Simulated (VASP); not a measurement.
Input of a VASP 6.6.1 run:

Contents of INCAR:

```
  PREC = Accurate
  ENCUT = 520
  EDIFF = 1E-8
  ISMEAR = -1
  SIGMA = 0.15
  LREAL = False
  LASPH = True
  NELM = 100
  ALGO = Normal
  ISIF = 2
  LWAVE = False
  LCHARG = False
  GGA = CA
  IBRION = 8
  NSW = 1
```

The input KPOINTS:

```
regular mesh
0
Gamma
  12 12 12
```

File POSCAR:

```
In2Au
1.0
    0.0000000000      3.1660408122      3.1660408122
    3.1660408122      0.0000000000      3.1660408122
    3.1660408122      3.1660408122      0.0000000000
In Au
2 1
Direct
    0.2500000000      0.2500000000      0.2500000000
    0.7500000000      0.7500000000      0.7500000000
    0.0000000000      0.0000000000      0.0000000000
```

Potentials or basis: VASP PAW LDA potentials, release 64 (In_d, Au).

Launch:

```bash
$ cat potpaw_LDA.64/In_d/POTCAR potpaw_LDA.64/Au/POTCAR > POTCAR
$ mpirun -np 1 vasp_std > vasp.out
```

(1) What does it give for the highest phonon frequency at Γ?

Answers

(1) 148 cm⁻¹.

Caveat: the cell stands under pressure or tension, which shifts response properties.
